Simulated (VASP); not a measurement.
Set up this calculation in VASP 6.6.1, as the native input.

* Task: relaxation of cell and atoms
* Functional: PBE
* Potentials or basis: VASP PAW PBE potentials, release 64 (Cd)
* Cutoff: 600 eV
* k mesh: 8 × 8 × 4
* Occupations: gaussian, width 0.1 eV
* Spin: no spin polarisation
* Dipole correction: no
* Further INCAR settings: ALGO = Normal; EDIFF = 1e-07; IBRION = 2; EDIFFG = -0.01; NSW = 80; ISIF = 3

The structure of Cd lies in POSCAR:

```
Cd
1.0
    3.1300000000      0.0000000000      0.0000000000
   -1.5650000000      2.7106595138      0.0000000000
    0.0000000000      0.0000000000      5.1112900000
Cd
2
Direct
    0.3333333333      0.6666666667      0.2500000000
    0.6666666667      0.3333333333      0.7500000000
```

The input as run:

INCAR

```
SYSTEM = Cd
PREC = Accurate ; ENCUT = 600
EDIFF = 1E-7 ; ISMEAR = 0
SIGMA = 0.1 ; LREAL = .FALSE.
LASPH = .TRUE. ; NELM = 60
ALGO = Normal ; ISIF = 3
LWAVE = .FALSE. ; LCHARG = .FALSE.
GGA = PE ; IBRION = 2
NSW = 80 ; EDIFFG = -0.01
```

KPOINTS

```
Automatic mesh
0
G
  8 8 4
  0 0 0
```

Potentials or basis: VASP PAW PBE potentials, release 64 (Cd).

Launch:

```bash
$ cat potpaw_PBE.64/Cd/POTCAR > POTCAR
$ mpirun -np 1 vasp_std > vasp.out
```

Results of the run:

```json
{
 "Relaxed volume": "22.31 Å³/atom",
 "Relaxed cell": "a = 3.149 Å, b = 3.149 Å, c = 5.196 Å, α = 90.00°, β = 90.00°, γ = 120.00°",
 "Space group after relaxing (to 0.05 Å)": "P6_3/mmc (No. 194)",
 "Energy gained by relaxing": "3.5 meV/atom",
 "Ionic steps": "5",
 "Pressure after relaxing": "0.0 GPa",
 "Band gap on the k mesh": "zero (band 12 reaches 4.10 eV, above the bottom of band 13 at 1.19 eV)"
}
```

It took 58 s on 1 thread of Intel(R) Xeon(R) Platinum 8375C CPU @ 2.90GHz (Ice Lake) (shared host), peak memory 0.19 GiB.
